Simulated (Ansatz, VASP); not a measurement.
Two plane-wave programs on BAu

```
B Au
1.0
     0.00000    2.35501    2.35501
     2.35501    0.00000    2.35501
     2.35501    2.35501    0.00000
B Au
1 1
Direct
  0.00000 0.00000 0.00000
  0.50000 0.50000 0.50000
```

Alike in both runs: functional PBE; k mesh 6 × 6 × 6; occupations gaussian, width 0.1 eV; no spin polarisation.

Ansatz relaxed the structure, and its values are those at the end. VASP's run is a single point on that final structure, the one shown.

|  | VASP | Ansatz |
| --- | --- | --- |
| version | VASP 6.6.1 | Ansatz 0.2.0 |
| potentials or method | VASP PAW PBE potentials, release 64 (B, Au), cutoff 520 eV | scalar-relativistic, plane waves, PAW |
| valence electrons in the cell | 14 | 22 |

|  | VASP | Ansatz | Ansatz less VASP |
| --- | --- | --- | --- |
| gap on the k mesh at the Fermi level (eV) | none | none | - |
| pressure (GPa) | -0.3 | -0.1 | +0.21 |

A gap of «none» marks a metal or a gap that the smearing closes. The functional is the same, so the differences come from potentials, cutoffs and numerics. VASP's potentials hold 14 valence electrons a cell and Ansatz's 22, so a difference there can come from the potentials and not from the codes.

The k mesh is coarse, so the values compare programs but aren't converged. Spin-orbit coupling is off throughout.
